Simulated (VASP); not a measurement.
# AlN (R3m) in VASP: notebook

The runs below take AlN through single point, with LDA.

All numbers are computed with VASP 6.6.1; they aren't measurements. Logs are shortened: lines on timing, memory, paths and dates and some standing lists are left out, and cuts for length are marked.

## (1) The cell of the first run

It takes space group R3m (No. 160, trigonal). The conventional cell has a = 3.089 Å, b = 3.089 Å, c = 7.566 Å, α = 90.00°, β = 90.00°, γ = 120.00°. Al (site symmetry 3m) has 4 N at 1.85 to 2.04 Å within 2.5 Å. Within 2.5 Å of N (site symmetry 3m) lie 4 Al at 1.85 to 2.04 Å.

## (2) Single point, LDA

File INCAR:

```
SYSTEM = AlN
PREC = Accurate ; ENCUT = 520
EDIFF = 1E-6 ; ISMEAR = 0
SIGMA = 0.05 ; LREAL = .False.
LASPH = .True. ; NELM = 80
ALGO = Normal ; ISIF = 2
LWAVE = .False. ; LCHARG = .False.
GGA = CA ; NBANDS = 11
```

File KPOINTS:

```
Automatic mesh
0
Gamma
  10 10 10
  0 0 0
```

File POSCAR:

```
AlN
1.0
    0.0000000000      2.1839935596      2.1839935596
    2.1839935596      0.0000000000      2.1839935596
    2.1839935596      2.1839935596      0.0000000000
Al N
1 1
Direct
    0.0198266474      0.0198266474      0.0198266474
    0.7500000000      0.7500000000      0.7500000000
```

Potentials or basis: VASP PAW LDA potentials, release 64 (Al, N).

Run with:

```console
cat potpaw_LDA.64/Al/POTCAR potpaw_LDA.64/N/POTCAR > POTCAR
mpirun -np 1 vasp_std > vasp.out
```

OUTCAR:

```text
SYSTEM = AlN
   PREC = Accurate
   ENCUT = 520
   EDIFF = 1E-6
   ISMEAR = 0
   LREAL = .False.
   LASPH = .True.
   NELM = 80
   ISIF = 2
   GGA = CA

 ion  position               nearest neighbor table
   1  0.020  0.020  0.020-   2 1.85   2 1.85   2 1.85   2 2.04
   2  0.750  0.750  0.750-   1 1.85   1 1.85   1 1.85   1 2.04

  LATTYP: Found a face centered cubic cell.
 ALAT       =     4.3679871192

  Lattice vectors:

 A1 = (   0.0000000000,   2.1839935596,   2.1839935596)
 A2 = (   2.1839935596,   0.0000000000,   2.1839935596)
 A3 = (   2.1839935596,   2.1839935596,   0.0000000000)

Analysis of symmetry for initial positions (statically):
=====================================================================
 Subroutine PRICEL returns:
 Original cell was already a primitive cell.

 Routine SETGRP: Setting up the symmetry group for a
 face centered cubic supercell.

 Subroutine GETGRP returns: Found  6 space group operations
 (whereof  6 operations were pure point group operations)
 out of a pool of 48 trial point group operations.

The static configuration has the point symmetry C_3v.

Analysis of symmetry for dynamics (positions and initial velocities):
=====================================================================
 Subroutine PRICEL returns:
 Original cell was already a primitive cell.

 Routine SETGRP: Setting up the symmetry group for a
 face centered cubic supercell.

 Subroutine GETGRP returns: Found  6 space group operations
 (whereof  6 operations were pure point group operations)
 out of a pool of 48 trial point group operations.

The dynamic configuration has the point symmetry C_3v.

 Subroutine INISYM returns: Found  6 space group operations
 (whereof  6 operations are pure point group operations),
 and found     1 'primitive' translations

----------------------------------------------------------------------------------------

                                     Primitive cell

  volume of cell :      20.8345

  direct lattice vectors                    reciprocal lattice vectors
     0.000000000  2.183993560  2.183993560    -0.228938404  0.228938404  0.228938404
     2.183993560  0.000000000  2.183993560     0.228938404 -0.228938404  0.228938404
     2.183993560  2.183993560  0.000000000     0.228938404  0.228938404 -0.228938404

  length of vectors
     3.088633312  3.088633312  3.088633312     0.396532948  0.396532948  0.396532948

  position of ions in fractional coordinates (direct lattice)
     0.019826647  0.019826647  0.019826647
     0.750000000  0.750000000  0.750000000

  ion indices of the primitive-cell ions
[... 79 lines left out ...]
   IBRION =     -1    ionic relax: 0-MD 1-quasi-New 2-CG
   NFREE  =      0    steps in history (QN), initial steepest desc. (CG)
   ISIF   =      2    stress and relaxation
   ISYM   =      2    0-nonsym 1-usesym 2-fastsym
   POTIM  = 0.5000    time-step for ionic-motion
   TEBEG  =    0.0;   TEEND  =   0.0 temperature during run
   PSTRESS=    0.0 pullay stress
   NELECT =       8.0000    total number of electrons
   NUPDOWN=      -1.0000    fix difference up-down
   EMIN   =  10.00;   EMAX   =-10.00  energy-range for DOS
   EFERMI =   0.00;   METHOD = LEGACY
   ISMEAR =     0;   SIGMA  =   0.05  broadening in eV -4-tet -1-fermi 0-gaus
   EFERMI_NEDOS =   21; number of points for ismear=-14 and -15
   IALGO  =     38    algorithm
   IMIX   =      4    mixing-type and parameters
     AMIX     =   0.40;   BMIX     =  1.00
     AMIX_MAG =   1.60;   BMIX_MAG =  1.00
  volume/ion in A,a.u.               =      10.42        70.30
  Fermi-wavevector in a.u.,A,eV,Ry     =   1.189899  2.248583 19.263943  1.415860
  Thomas-Fermi vector in A             =   2.325996
   LORBIT       =      0    0 simple, 1 ext, 2 COOP (PROOUT), +10 PAW based schemes
   GGA     = CA    functional components
   LHFCALC =     F    Hartree Fock is set to
   AEXX    =    0.0000 exact exchange contribution
   IVDW    =     0    specifies the selected vdW correction
   LEPSILON=     F    determine dielectric tensor
   LRPA    =     F    only Hartree local field effects (RPA)
 non-spin polarized calculation
 Gauss-broadening in eV      SIGMA  =   0.05
  energy-cutoff  :      520.00
  volume of cell :       20.83
 maximum number of plane-waves:       571
   NGX = 11   NGY = 11   NGZ = 11

 number of electron       8.0000001 magnetization

 Free energy of the ion-electron system (eV)
  ---------------------------------------------------
  ext. energy  EPLUGINS =         0.00000000
  ---------------------------------------------------
  free energy    TOTEN  =       -16.24508989 eV

  energy without entropy =      -16.24508989  energy(sigma->0) =      -16.24508989

 E-fermi :   6.3444     XC(G=0): -11.2641

 val. band max:        6.1455842527   @ k =   0.0000   0.0000   0.0000
 cond. band min:       8.9243374084   @ k =   0.5000   0.5000   0.0000
 fundamental gap:      2.7787531558
 Fermi energy:         6.3443647058

 k-point     1 :       0.0000    0.0000    0.0000
  band No.  band energies     occupation
      1      -9.1206      2.00000
      2       5.4755      2.00000
      3       5.4755      2.00000
      4       6.1456      2.00000
      5       9.8873      0.00000
      6      18.0397      0.00000
      7      18.0619      0.00000
      8      18.0619      0.00000
      9      23.1437      0.00000
     10      23.1437      0.00000
     11      23.9805      0.00000
[... 309 lines left out ...]
 k-point    24 :       0.5000    0.4000    0.5000
  band No.  band energies     occupation
      1      -6.9929      2.00000
      2       0.2208      2.00000
      3       4.5590      2.00000
      4       4.8609      2.00000
      5      13.4593      0.00000
      6      14.4916      0.00000
      7      16.9949      0.00000
      8      17.3351      0.00000
      9      23.5412      0.00000
     10      24.6230      0.00000
     11      25.6964      0.00000

 [... further k-points ...]
[... 5 lines left out ...]
  --------------------------------------------------------------------------------------
  -------------------------------------------------------------------------------------
  Total       -0.1077903     -0.1077903     -0.1077903     -0.5220372     -0.5220372     -0.5220372
  in kB       -8.2890780     -8.2890780     -8.2890780    -40.1446789    -40.1446789    -40.1446789
  external PRESSURE =      -8.2890780 kB  Pullay stress =       0.0000000 kB

 VOLUME and BASIS-vectors are now :
 -----------------------------------------------------------------------------
  energy-cutoff  :      520.00
  volume of cell :       20.83
      direct lattice vectors                 reciprocal lattice vectors
     0.000000000  2.183993560  2.183993560    -0.228938404  0.228938404  0.228938404
     2.183993560  0.000000000  2.183993560     0.228938404 -0.228938404  0.228938404
     2.183993560  2.183993560  0.000000000     0.228938404  0.228938404 -0.228938404

 POSITION                                       TOTAL-FORCE (eV/Angst)
 -----------------------------------------------------------------------------------
      0.08660      0.08660      0.08660        -0.863561     -0.863561     -0.863561
      3.27599      3.27599      3.27599         0.863561      0.863561      0.863561
 -----------------------------------------------------------------------------------
    total drift:                                0.000183      0.000183      0.000183

  FREE ENERGIE OF THE ION-ELECTRON SYSTEM (eV)
  ---------------------------------------------------
  free  energy   TOTEN  =       -16.2450898872 eV

  energy  without entropy=      -16.2450898872  energy(sigma->0) =      -16.24508989
```

stdout:

```text
POSCAR found type information on POSCAR AlN
 POSCAR found :  2 types and       2 ions
 scaLAPACK will be used
 LDA part: xc-table for (Slater(with rela. corr.)+CA(PZ))
 , standard interpolation
 POSCAR, INCAR and KPOINTS ok, starting setup
 FFT: planning ... GRIDC
 FFT: planning ... GRID_SOFT
 FFT: planning ... GRID
 WAVECAR not read
 entering main loop
```

It took 48 s on 1 thread of AMD EPYC 7R13, shared host; peak memory 0.11 GiB.

What came out:

| Property | Result |
| --- | --- |
| Free energy | -16.2451 eV |
| Pressure | -0.8 GPa |
| Largest force | 1.496 eV/Å |
| Band gap on the k mesh | 2.78 eV, indirect (least direct gap 3.74 eV) |

Forces in eV/Å, atoms in the order of the input:
```
Al  -0.864 -0.864 -0.864
N    0.864  0.864  0.864
```

Stress tensor (GPa, compression positive):
```
-0.83 -4.01 -4.01
-4.01 -0.83 -4.01
-4.01 -4.01 -0.83
```

Levels at points of the mesh, in eV from the valence-band top:
```
           k point  band 1  band 2  band 3  band 4  band 5  band 6  band 7  band 8
(0.00, 0.00, 0.00)  -15.27   -0.67   -0.67    0.00    3.74   11.89   11.92   11.92
(0.50, 0.00, 0.00)  -13.14   -6.41   -1.12   -0.58    6.70    9.20   10.43   10.76
(0.50, 0.50, 0.50)  -13.19   -6.14   -1.14   -1.14    6.95    9.41   10.43   10.43
(0.50, 0.50, 0.00)  -12.49   -5.40   -2.39   -2.05    2.78    7.88   13.18   15.04
```

Caveat: the cell differs from its parent crystal (all Al atoms moved -0.150 Å, as atom 1 towards its neighbour atom 2 (N) at 1.891 Å); forces of over 1 eV/Å act on the atoms, so gaps and moduli don't describe the material at rest. A k mesh can miss the band edges.

## (3) Single point, LDA

File INCAR:

```
SYSTEM = AlN
ALGO     = Normal         ! electronic algorithm
EDIFF    = 1E-6           ! SCF threshold, eV
ENCUT    = 520            ! plane-wave cutoff, eV
ISIF     = 2              ! what is computed and relaxed
ISMEAR   = 0              ! smearing method
LASPH    = .TRUE.         ! aspherical terms in the spheres
LCHARG   = .TRUE.         ! write CHGCAR
LELF     = .TRUE.         ! ELF
LREAL    = .FALSE.        ! projectors in reciprocal space
LVHAR    = .TRUE.       
LWAVE    = .FALSE.        ! write WAVECAR
NBANDS   = 11             ! bands
NELM     = 100            ! most SCF steps
PREC     = Accurate       ! precision mode
SIGMA    = 0.05           ! smearing width, eV
```

File KPOINTS:

```
k-points
0
G
  10 10 10
  0 0 0
```

Edit POSCAR of step 2 so:

```diff
@@ -8,3 +8,3 @@
 Direct
-    0.0198266474      0.0198266474      0.0198266474
+   -0.0099133237     -0.0099133237     -0.0099133237
     0.7500000000      0.7500000000      0.7500000000
```

Potentials or basis: VASP PAW LDA potentials, release 64 (Al, N).

Run with:

```console
cat potpaw_LDA.64/Al/POTCAR potpaw_LDA.64/N/POTCAR > POTCAR
mpirun -np 1 vasp_std > vasp.out
```

Wall time 50 s (1 thread of AMD EPYC 7R13, shared host); peak memory 0.11 GiB.

It converged, with:

```
Free energy            : -16.3269 eV
Pressure               : -2.2 GPa
Largest force          : 1.301 eV/Å
Band gap on the k mesh : 3.11 eV, indirect (least direct gap 4.11 eV)
```

Forces in eV/Å, atoms in the order of the input:
```
Al   0.751  0.751  0.751
N   -0.751 -0.751 -0.751
```

Stress tensor (GPa, compression positive):
```
-2.23  3.52  3.52
 3.52 -2.23  3.52
 3.52  3.52 -2.23
```

Levels at points of the mesh, in eV from the valence-band top:
```csv
k point,band 2,band 3,band 4,band 5,band 6,band 7
"(0.00, 0.00, 0.00)",-0.34,0.00,0.00,4.11,12.21,12.21
"(0.50, 0.00, 0.00)",-5.99,-0.76,-0.50,7.16,9.66,10.72
"(0.50, 0.50, 0.50)",-6.12,-0.49,-0.49,7.08,9.56,10.90
"(0.50, 0.50, 0.00)",-5.07,-1.98,-1.82,3.11,8.28,13.60
```

Caveat: the cell differs from its parent crystal (all Al atoms moved +0.075 Å, as atom 1 towards its neighbour atom 2 (N) at 1.891 Å); forces of over 1 eV/Å act on the atoms, so gaps and moduli don't describe the material at rest. A k mesh can miss the band edges.

## (4) Single point, LDA

File INCAR:

```
SYSTEM = AlN
  PREC = Accurate
  ENCUT = 520
  EDIFF = 1E-7
  ISMEAR = 0
  SIGMA = 0.05
  LREAL = .False.
  LASPH = .True.
  NELM = 60
  ALGO = Normal
  ISIF = 2
  LWAVE = .False.
  LCHARG = .False.
  NBANDS = 11
```

File KPOINTS:

```
Automatic mesh
0
Gamma
  10 10 10
  0 0 0
```

Edit POSCAR of step 3 so:

```diff
@@ -8,3 +8,3 @@
 Direct
-   -0.0099133237     -0.0099133237     -0.0099133237
+   -0.0198266474     -0.0198266474     -0.0198266474
     0.7500000000      0.7500000000      0.7500000000
```

Run with:

```console
cat potpaw_LDA.64/Al/POTCAR potpaw_LDA.64/N/POTCAR > POTCAR
mpirun -np 1 vasp_std > vasp.out
```

It took 53 s on 1 thread of AMD EPYC 7R13, shared host; peak memory 0.11 GiB.

Results (log left out):

```
Free energy            : -16.1648 eV
Pressure               : 0.5 GPa
Largest force          : 3.120 eV/Å
Band gap on the k mesh : 3.01 eV, indirect (least direct gap 3.98 eV)
```

Forces in eV/Å, atoms in the order of the input:
```
Al   1.802  1.802  1.802
N   -1.802 -1.802 -1.802
```

Stress tensor (GPa, compression positive):
```
0.53 8.62 8.62
8.62 0.53 8.62
8.62 8.62 0.53
```

Levels at points of the mesh, in eV from the valence-band top:
| k point | band 2 | band 3 | band 4 | band 5 | band 6 | band 7 |
| --- | --- | --- | --- | --- | --- | --- |
| (0.00, 0.00, 0.00) | -0.67 | 0.00 | 0.00 | 3.98 | 12.09 | 12.09 |
| (0.50, 0.00, 0.00) | -6.05 | -1.02 | -0.51 | 7.02 | 9.53 | 10.50 |
| (0.50, 0.50, 0.50) | -6.29 | -0.49 | -0.49 | 6.90 | 9.34 | 10.86 |
| (0.50, 0.50, 0.00) | -5.17 | -2.13 | -1.85 | 3.01 | 8.12 | 13.39 |

Caveat: the cell differs from its parent crystal (all Al atoms moved +0.150 Å, as atom 1 towards its neighbour atom 2 (N) at 1.891 Å); forces of over 1 eV/Å act on the atoms, so gaps and moduli don't describe the material at rest.

## (5) Single point, LDA

File INCAR:

```
ALGO = Normal
EDIFF = 1E-7
ENCUT = 520
ISIF = 2
ISMEAR = 0
LASPH = True
LCHARG = False
LREAL = False
LWAVE = False
NBANDS = 11
NELM = 60
PREC = Accurate
SIGMA = 0.05
```

File KPOINTS:

```
k-points
0
Gamma
  10 10 10
```

Edit POSCAR of step 4 so:

```diff
@@ -8,3 +8,3 @@
 Direct
-   -0.0198266474     -0.0198266474     -0.0198266474
+    0.0099133237      0.0099133237      0.0099133237
     0.7500000000      0.7500000000      0.7500000000
```

Run with:

```console
cat potpaw_LDA.64/Al/POTCAR potpaw_LDA.64/N/POTCAR > POTCAR
mpirun -np 1 vasp_std > vasp.out
```

Run time: 50 s. Hardware: 1 thread of AMD EPYC 7R13, shared host; peak memory 0.11 GiB.

It converged, with:

| Item | Value |
| --- | --- |
| Free energy | -16.3368 eV |
| Pressure | -2.4 GPa |
| Largest force | 0.904 eV/Å |
| Band gap on the k mesh | 3.00 eV, indirect (least direct gap 4.00 eV) |

Forces in eV/Å, atoms in the order of the input:
```
Al  -0.522 -0.522 -0.522
N    0.522  0.522  0.522
```

Stress tensor (GPa, compression positive):
```
-2.40 -2.41 -2.41
-2.41 -2.40 -2.41
-2.41 -2.41 -2.40
```

Levels at points of the mesh, in eV from the valence-band top:
```
           k point  band 1  band 2  band 3  band 4  band 5  band 6  band 7  band 8
(0.00, 0.00, 0.00)  -15.05   -0.34   -0.34    0.00    4.00   12.09   12.12   12.12
(0.50, 0.00, 0.00)  -12.92   -6.17   -0.81   -0.54    7.00    9.50   10.67   10.86
(0.50, 0.50, 0.50)  -12.95   -6.03   -0.82   -0.82    7.11    9.60   10.69   10.69
(0.50, 0.50, 0.00)  -12.27   -5.18   -2.10   -1.93    3.00    8.16   13.49   15.25
```

Caveat: the cell differs from its parent crystal (all Al atoms moved -0.075 Å, as atom 1 towards its neighbour atom 2 (N) at 1.891 Å).
